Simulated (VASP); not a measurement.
Write the native input for VASP 6.6.1 that does the following.

```
Task                   : single point
Functional             : r2SCAN
Potentials or basis    : VASP PAW PBE potentials, release 64 (B, P)
Cutoff                 : 550 eV
k mesh                 : 8 × 8 × 8
Occupations            : gaussian, width 0.01 eV
Spin                   : no spin polarisation
Dipole correction      : no
Further INCAR settings : ALGO = Normal; EDIFF = 1e-06; NBANDS = 11
```

Crystal: BP.

```
CELL_PARAMETERS angstrom
0.00000 2.31280 2.31280
2.31280 0.00000 2.31280
2.31280 2.31280 0.00000
ATOMIC_POSITIONS crystal
B 0.00000 0.00000 0.00000
P 0.25000 0.25000 0.25000
```

This cell differs from its parent crystal: volume changed by +6%.

The input as run:

POSCAR

```
BP
1.0
    0.0000000000      2.3128035441      2.3128035441
    2.3128035441      0.0000000000      2.3128035441
    2.3128035441      2.3128035441      0.0000000000
B P
1 1
Direct
    0.0000000000      0.0000000000      0.0000000000
    0.2500000000      0.2500000000      0.2500000000
```

INCAR.step1

```
SYSTEM = BP
ALGO     = Normal         ! electronic algorithm
EDIFF    = 1E-5           ! SCF threshold, eV
ENCUT    = 550            ! plane-wave cutoff, eV
GGA      = PE             ! functional
GGA_COMPAT= .False.      
ISMEAR   = 0              ! smearing method
LASPH    = .True.         ! aspherical terms in the spheres
LCHARG   = .False.        ! write CHGCAR
LREAL    = .False.        ! projectors in reciprocal space
LWAVE    = .True.         ! write WAVECAR
NBANDS   = 11             ! bands
NELM     = 120            ! most SCF steps
PREC     = Accurate       ! precision mode
SIGMA    = 0.01           ! smearing width, eV
```

INCAR.step2

```
SYSTEM = BP
ALGO     = Normal         ! electronic algorithm
EDIFF    = 1E-6           ! SCF threshold, eV
ENCUT    = 550            ! plane-wave cutoff, eV
GGA_COMPAT= .False.      
ISIF     = 2              ! what is computed and relaxed
ISMEAR   = 0              ! smearing method
ISTART   = 1            
LASPH    = .True.         ! aspherical terms in the spheres
LCHARG   = .False.        ! write CHGCAR
LMIXTAU  = .True.       
LREAL    = .False.        ! projectors in reciprocal space
LWAVE    = .False.        ! write WAVECAR
METAGGA  = R2SCAN         ! meta-GGA
NBANDS   = 11             ! bands
NELM     = 120            ! most SCF steps
PREC     = Accurate       ! precision mode
SIGMA    = 0.01           ! smearing width, eV
```

KPOINTS

```
k-points
0
Gamma
  8 8 8
  0 0 0
```

Potentials or basis: VASP PAW PBE potentials, release 64 (B, P).

Command:

```bash
$ cat potpaw_PBE.64/B/POTCAR potpaw_PBE.64/P/POTCAR > POTCAR
$ cp INCAR.step1 INCAR
$ mpirun -np 1 vasp_std > vasp.out
$ cp INCAR.step2 INCAR
$ mpirun -np 1 vasp_std > vasp.out
```

It gave:

| Quantity | Value |
| --- | --- |
| Pressure | -9.3 GPa |
| Band gap on the k mesh | 1.54 eV, indirect (least direct gap 3.56 eV) |

Caveat: the PAW data sets were made with another functional, which shifts forces and pressure a little.

Run time: 48 s on 1 thread of AMD EPYC 7R43 64-Core Processor (Zen 3) (shared host), peak memory 0.12 GiB.
